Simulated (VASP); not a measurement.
**MgI2: single point with PBEsol**

MgI2:

```
CELL_PARAMETERS angstrom
4.15370 0.00000 0.00000
-2.07685 3.59721 0.00000
0.00000 0.00000 6.96493
ATOMIC_POSITIONS crystal
Mg 0.00000 0.00000 0.00000
I 0.33333 0.66667 0.75763
I 0.66667 0.33333 0.24237
```

This cell differs from its parent crystal: strain +0.000 along x and y, +0.015 along z.

* Program: VASP 6.6.1
* Task: single point
* Functional: PBEsol
* Potentials or basis: VASP PAW PBE potentials, release 64 (Mg, I)
* Cutoff: 520 eV
* k mesh: 6 × 6 × 4
* Occupations: gaussian, width 0.05 eV
* Spin: no spin polarisation
* Dipole correction: no
* Further INCAR settings: ALGO = Normal; EDIFF = 1e-06; NBANDS = 15

| Property | Result |
| --- | --- |
| Pressure | -0.6 GPa |
| Largest force | 0.148 eV/Å |
| Band gap on the k mesh | 3.50 eV, indirect (least direct gap 3.59 eV) |

Forces on the atoms (eV/Å):
```
Mg   0.000  0.000  0.000
I    0.000  0.000  0.148
I    0.000  0.000 -0.148
```

Levels at points of the mesh, in eV from the valence-band top:
```tsv
k point	band 4	band 5	band 6	band 7	band 8	band 9	band 10	band 11	band 12	band 13
(0.00, 0.00, 0.00)	-0.36	-0.36	-0.01	0.00	0.00	3.59	4.73	6.72	6.72	7.36
(0.50, 0.00, 0.00)	-2.78	-1.81	-1.29	-0.87	-0.40	3.62	5.24	5.43	6.94	7.81
(0.00, 0.00, 0.50)	-1.42	-0.27	-0.27	-0.10	-0.10	4.59	4.79	6.55	6.55	7.84
(0.50, 0.00, 0.50)	-3.14	-1.13	-1.12	-0.77	-0.63	3.50	5.11	5.60	6.01	7.66
```

Run time: 22 s on 1 thread of AMD EPYC 9R14 (Zen 4) (shared host), peak memory 0.2 GiB.

Caveat: the cell differs from its parent crystal (strain +0.000 along x and y, +0.015 along z); the PAW data sets were made with another functional, which shifts forces and pressure a little; spin-orbit coupling is left out, which moves the levels of the heavy elements; this functional lacks dispersion, which binds the layers, so the pressure and a relaxed spacing across them are unreliable. A k mesh can miss the band edges.
